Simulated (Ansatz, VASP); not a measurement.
Two plane-wave programs on AgPt3

```
CELL_PARAMETERS angstrom
3.90000 0.00000 0.00000
0.00000 3.90000 0.00000
0.00000 0.00000 3.90000
ATOMIC_POSITIONS crystal
Ag 0.00000 0.00000 0.00000
Pt 0.00000 0.50000 0.50000
Pt 0.50000 0.00000 0.50000
Pt 0.50000 0.50000 0.00000
```

Alike in both runs: task electric field gradients; functional LDA; k mesh 9 × 9 × 9; occupations fermi-dirac, width 0.08 eV; no spin polarisation.

|  | VASP | Ansatz |
| --- | --- | --- |
| version | VASP 6.6.1 | Ansatz 0.2.0 |
| potentials or method | VASP PAW LDA potentials, release 64 (Ag, Pt) | PAW with Ansatz's default frozen-core files, scalar-relativistic |
| plane-wave cutoff (eV) | 520 | 420 |
| valence electrons in the cell | 41 | 73 |

Ansatz gave:

| Quantity | Value |
| --- | --- |
| pressure (GPa) | 2.3 |
| size of Vzz on the site where it differs most (V/Å²) | 10.1 |

**Question.** Which values does VASP return?

**Answer.** Pressure (GPa): 2.9; size of Vzz on the site where it differs most (V/Å²): 15.6.

LDA's correlation is that of Perdew and Zunger in VASP and of Perdew and Wang (1992) in Ansatz. VASP's potentials hold 41 valence electrons a cell and Ansatz's 73, so a difference there can come from the potentials and not from the codes.

Spin-orbit coupling is off throughout.
